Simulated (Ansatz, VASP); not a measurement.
# AlRu: VASP beside Ansatz

INCAR

```
SYSTEM = AlRu
PREC = Accurate
ENCUT = 520
EDIFF = 1E-6
ISMEAR = -1
SIGMA = 0.05
LREAL = .FALSE.
LASPH = .TRUE.
NELM = 80
ALGO = Normal
ISIF = 2
LWAVE = .FALSE.
LCHARG = .FALSE.
GGA = PS
NBANDS = 16
```

KPOINTS

```
regular mesh
0
G
  12 12 12
  0 0 0
```

The input POSCAR:

```
AlRu
1.0
    2.9916000000     -0.0149580000     -0.0149580000
   -0.0149580000      2.9916000000     -0.0149580000
   -0.0149580000     -0.0149580000      2.9916000000
Al Ru
1 1
Direct
    0.0000000000      0.0000000000      0.0000000000
    0.5000000000      0.5000000000      0.5000000000
```

Input for Ansatz:

```yaml
crystal:
  lattice:
    - [2.9916, -0.014958, -0.014958]
    - [-0.014958, 2.9916, -0.014958]
    - [-0.014958, -0.014958, 2.9916]
  atoms:
    - { symbol: Al, position: [0.0, 0.0, 0.0] }
    - { symbol: Ru, position: [0.5, 0.5, 0.5] }
kpoints:
  mp_grid: { grid: [12, 12, 12] }
  band_path:
    path:
      - [0.0, 0.0, 0.0]
      - [0.5, 0.0, 0.0]
      - [0.5, -0.5, 0.5]
      - [0.4901240068, -0.5098759932, 0.4901240068]
      - [0.4901240068, 0.4901240068, 0.4901240068]
      - [0.0, 0.0, 0.0]
      - [0.5, -0.5, 0.0]
    npoints: 5
scf:
  occupations: { method: fermi_dirac, width: 0.05 }
hamiltonian:
  xc: pbesol
  pseudopotentials: { kind: all_electron, lapw: { basis_error: 0.001 } }
output:
  forces: true
  stress: true
  eigenvalues: true
```

Change from the starting cell: equal xy, yz and zx shear strains of -1 %.

Alike in both runs: task single point; functional PBEsol; k mesh 12 × 12 × 12; occupations fermi-dirac, width 0.05 eV; no spin polarisation.

|  | VASP | Ansatz |
| --- | --- | --- |
| version | VASP 6.6.1 | Ansatz 0.2.0 |
| potentials or method | VASP PAW PBE potentials, release 64 (Al, Ru_pv), cutoff 520 eV | all-electron LAPW, scalar-relativistic |

Ansatz gave:

* pressure (GPa): -3.4
* traceless stress, the component that is largest in VASP (GPa): 1.34

Problem. Which values does VASP return?

Solution. Pressure (GPa): -3.3; traceless stress, the component that is largest in VASP (GPa): 1.35.

VASP's potentials were made for PBE, not for PBEsol. Ansatz ran all-electron here, and VASP with PAW potentials.
